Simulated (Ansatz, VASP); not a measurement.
Two plane-wave programs on GaN

File POSCAR:

```
GaN
1.0
   -0.0052712881      2.1085152339      2.1085152339
    2.1085152339     -0.0052712881      2.1085152339
    2.1032439458      2.1032439458      0.0000000000
Ga N
1 1
Direct
    0.0000000000      0.0000000000      0.0000000000
    0.5000000000      0.5000000000      0.5000000000
```

The input INCAR.step1:

```
PREC = Accurate
ENCUT = 1460
ISMEAR = 0
SIGMA = 0.01
LREAL = F
LASPH = T
NELM = 120
NBANDS = 16
GGA = PE
ALGO = Normal
EDIFF = 1E-5
LWAVE = T
LCHARG = F
GGA_COMPAT = F
```

File INCAR.step2:

```
PREC = Accurate
ENCUT = 1460
EDIFF = 1E-6
ISMEAR = 0
SIGMA = 0.01
LREAL = F
LASPH = T
NELM = 120
ALGO = Normal
ISIF = 2
LWAVE = F
LCHARG = T
METAGGA = R2SCAN
LMIXTAU = T
LELF = T
LVHAR = T
NBANDS = 16
ISTART = 1
GGA_COMPAT = F
```

KPOINTS

```
regular mesh
0
Gamma
  10 10 10
```

Input for Ansatz:

```yaml
crystal:
  lattice:
    - [-0.0052712881, 2.1085152339, 2.1085152339]
    - [2.1085152339, -0.0052712881, 2.1085152339]
    - [2.1032439458, 2.1032439458, 0.0]
  atoms:
    - { symbol: Ga, position: [0.0, 0.0, 0.0] }
    - { symbol: "N", position: [0.5, 0.5, 0.5] }
kpoints:
  mp_grid: { grid: [10, 10, 10] }
  band_path:
    path:
      - [0.0, 0.0, 0.0]
      - [0.5, 0.0, 0.5]
      - [0.625, 0.25, 0.625]
      - [0.375, 0.375, 0.75]
      - [0.5, 0.5, 0.5]
      - [0.5, 0.25, 0.75]
      - [0.1875, 0.1875, 0.375]
    npoints: 1
hamiltonian:
  xc: r2scan
scf:
  occupations: { method: fixed }
  n_extra_bands: 4
output:
  forces: true
  stress: true
  eigenvalues: true
```

Change from the starting cell: shear_xy strain -0.5%.

Alike in both runs: task single point; functional r2SCAN; k mesh 10 × 10 × 10; no spin polarisation.

|  | VASP | Ansatz |
| --- | --- | --- |
| version | VASP 6.6.1 | Ansatz 0.2.0 |
| potentials or method | VASP PAW PBE potentials, release 64 (Ga_d, N_h) | plane waves, PAW |
| plane-wave cutoff (eV) | 1460 | 500 |
| occupations | gaussian, width 0.01 eV | fixed |
| valence electrons in the cell | 18 | 18 |

```csv
,VASP,Ansatz,Ansatz less VASP
gap on the k mesh at the Fermi level (eV),1.16,1.18,+0.021
pressure (GPa),1.0,0.0,-1.04
"traceless stress, the component that is largest in VASP (GPa)",1.17,1.18,+0.005
```

VASP's potentials were made for PBE, not for r2SCAN.
